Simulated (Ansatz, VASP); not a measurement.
## PbS: VASP beside Ansatz

File POSCAR:

```
PbS
1.0
    0.0000000000      2.9256673838      2.9256673838
    2.9256673838      0.0000000000      2.9256673838
    2.9256673838      2.9256673838      0.0000000000
Pb S
1 1
Direct
    0.0000000000      0.0000000000      0.0000000000
    0.5000000000      0.5000000000      0.5000000000
```

The input INCAR.step1:

```
SYSTEM = PbS
ALGO = Normal ; EDIFF = 1E-5
ENCUT = 520 ; GGA = PE
ISIF = 2 ; ISMEAR = -1
LASPH = .TRUE. ; LCHARG = .FALSE.
LREAL = .FALSE. ; LWAVE = .TRUE.
NBANDS = 17 ; NELM = 100
PREC = Accurate ; SIGMA = 0.05
```

INCAR.step2

```
SYSTEM = PbS
AEXX = 0.5 ; AGGAC = 1.0
AGGAX = 0.5 ; ALDAC = 0.0
ALDAX = 0.5 ; ALGO = Normal
EDIFF = 1E-6 ; ENCUT = 520
GGA = B5 ; ISIF = 2
ISMEAR = -1 ; ISTART = 1
LASPH = .TRUE. ; LCHARG = .FALSE.
LHFCALC = .TRUE. ; LREAL = .FALSE.
LWAVE = .FALSE. ; NBANDS = 17
NELM = 100 ; PREC = Accurate
PRECFOCK = Normal ; SIGMA = 0.05
```

File KPOINTS:

```
k-points
0
G
  4 4 4
  0 0 0
```

File input.yaml:

```yaml
crystal:
  lattice:
    - [0.0, 2.9256673838, 2.9256673838]
    - [2.9256673838, 0.0, 2.9256673838]
    - [2.9256673838, 2.9256673838, 0.0]
  atoms:
    - { symbol: Pb, position: [0.0, 0.0, 0.0] }
    - { symbol: S, position: [0.5, 0.5, 0.5] }
hamiltonian:
  xc: { name: BHLYP }
  pseudopotentials: { kind: paw }
kpoints:
  mp_grid: { grid: [4, 4, 4] }
scf:
  occupations: { method: fermi_dirac, width: 0.05 }
output:
  forces: true
  stress: true
  eigenvalues: true
  write_density: true
  write_potential: true
  elf: true
  volumetric_format: npy
```

Alike in both runs: task single point; functional BHLYP; k mesh 4 × 4 × 4; occupations fermi-dirac, width 0.05 eV; no spin polarisation.

```csv
,VASP,Ansatz
version,VASP 6.6.1,Ansatz 0.2.0
potentials or method,"VASP PAW PBE potentials, release 64 (Pb_d, S)",Ansatz PAW
plane-wave cutoff (eV),520,420
valence electrons in the cell,20,20
```

Ansatz gave:

```
gap on the k mesh at the Fermi level (eV) : 2.55
least direct gap on the mesh (eV)         : 2.55
pressure (GPa)                            : 7.1
```

Q: What did VASP give for the same quantities?

A: gap on the k mesh at the Fermi level (eV): 2.65; least direct gap on the mesh (eV): 2.65; pressure (GPa): 6.8.

VASP's potentials were made for PBE, not for BHLYP.

The k mesh is coarse, so the values compare programs but aren't converged. Spin-orbit coupling is off throughout.
